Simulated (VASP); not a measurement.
Write the native input for VASP 6.6.1 that does the following.

- Task: relaxation of cell and atoms
- Functional: PBEsol
- Potentials or basis: VASP PAW PBE potentials, release 64 (Ti_sv)
- Cutoff: 600 eV
- k mesh: 14 × 14 × 14
- Occupations: fermi-dirac, width 0.15 eV
- Spin: no spin polarisation
- Dipole correction: no
- Further INCAR settings: ALGO = Normal; EDIFF = 1e-07; IBRION = 2; EDIFFG = -0.01; NSW = 80; ISIF = 3

The structure of Ti lies in POSCAR:

```
Ti
1.0
   -1.6410000000      1.6410000000      1.6410000000
    1.6410000000     -1.6410000000      1.6410000000
    1.6410000000      1.6410000000     -1.6410000000
Ti
1
Direct
    0.0000000000      0.0000000000      0.0000000000
```

This isn't the form of Ti at room conditions, which is hcp.

One way to write it, as run:

INCAR

```
PREC = Accurate
ENCUT = 600
EDIFF = 1E-7
ISMEAR = -1
SIGMA = 0.15
LREAL = False
LASPH = True
NELM = 60
ALGO = Normal
ISIF = 3
LWAVE = False
LCHARG = False
GGA = PS
IBRION = 2
NSW = 80
EDIFFG = -0.01
```

KPOINTS

```
Automatic mesh
0
Gamma
  14 14 14
```

Potentials or basis: VASP PAW PBE potentials, release 64 (Ti_sv).

Launch:

```bash
$ cat potpaw_PBE.64/Ti_sv/POTCAR > POTCAR
$ mpirun -np 1 vasp_std > vasp.out
```

It gave:

The relaxed volume is 16.64 Å³/atom and the relaxed cell is a = 2.786 Å, b = 2.786 Å, c = 2.786 Å, α = 109.47°, β = 109.47°, γ = 109.47°. The space group after relaxing (to 0.1 Å) is Im-3m (No. 229) and the energy gained by relaxing is 20.2 meV/atom. The ionic steps are 3 and the pressure after relaxing is 0.0 GPa. The band gap on the k mesh is zero (bands 6 and 7 overlap by 1.71 eV).

Caveat: the PAW data sets were made with another functional, which shifts forces and pressure a little.

It took 19 s on 1 thread of Intel(R) Xeon(R) 6975P-C (Granite Rapids), with other jobs on the host, peak memory 0.16 GiB.
